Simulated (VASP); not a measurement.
CuO: single point with PBE+U

Crystal: CuO.

```
Cu O
1.0
     2.34185   -1.71130    0.00000
     2.34185    1.71130    0.00000
    -0.85003    0.00000    5.05787
Cu O
2 2
Direct
  0.00000 0.50000 0.00000
  0.50000 0.00000 0.50000
  0.58160 0.41840 0.25000
  0.41840 0.58160 0.75000
```

```
Program                : VASP 6.6.1
Task                   : single point
Functional             : PBE
Potentials or basis    : VASP PAW PBE potentials, release 64 (Cu_sv_GW, O)
Cutoff                 : 820 eV
k mesh                 : 7 × 7 × 4
Occupations            : fermi-dirac, width 0.02 eV
Spin                   : no spin polarisation
Hubbard terms          : Cu d U = 4.0 eV
Dipole correction      : no
Further INCAR settings : ALGO = Normal; EDIFF = 1e-06; NBANDS = 33
```

* Pressure: 4.6 GPa
* Largest force: 0.216 eV/Å
* Band gap on the k mesh: zero (bands 25 and 26 overlap by 0.74 eV)

Forces on the atoms (eV/Å):
```
Cu   0.000  0.000  0.000
Cu   0.000  0.000  0.000
O    0.000  0.216  0.000
O    0.000 -0.216  0.000
```

Stress tensor (GPa, compression positive):
```
 4.80  0.00 -0.99
 0.00  5.19  0.00
-0.99  0.00  3.89
```

Levels at points of the mesh, in eV from the Fermi level:
| k point | band 22 | band 23 | band 24 | band 25 | band 26 | band 27 | band 28 | band 29 |
| --- | --- | --- | --- | --- | --- | --- | --- | --- |
| (0.00, 0.00, 0.00) | -2.91 | -2.53 | -2.33 | 0.21 | 0.97 | 1.77 | 6.26 | 8.30 |
| (0.00, 0.00, 0.50) | -2.82 | -1.86 | -1.86 | 0.30 | 0.30 | 4.04 | 4.04 | 11.88 |

Eigenvalues of the final occupation matrices:
```tsv
site	spin	trace	eigenvalues
site 1 d	1	4.49	0.74 0.92 0.94 0.94 0.95
site 1 d	2	4.49	0.74 0.92 0.94 0.94 0.95
site 2 d	1	4.49	0.74 0.92 0.94 0.94 0.95
site 2 d	2	4.49	0.74 0.92 0.94 0.94 0.95
```

Run time: 2.3 min on 1 thread of Intel(R) Xeon(R) Platinum 8259CL CPU @ 2.50GHz (Skylake/Cascade Lake), with other jobs on the host, peak memory 0.3 GiB.

Caveat: the cell stands under pressure; U without spin polarisation on a metal has little footing.
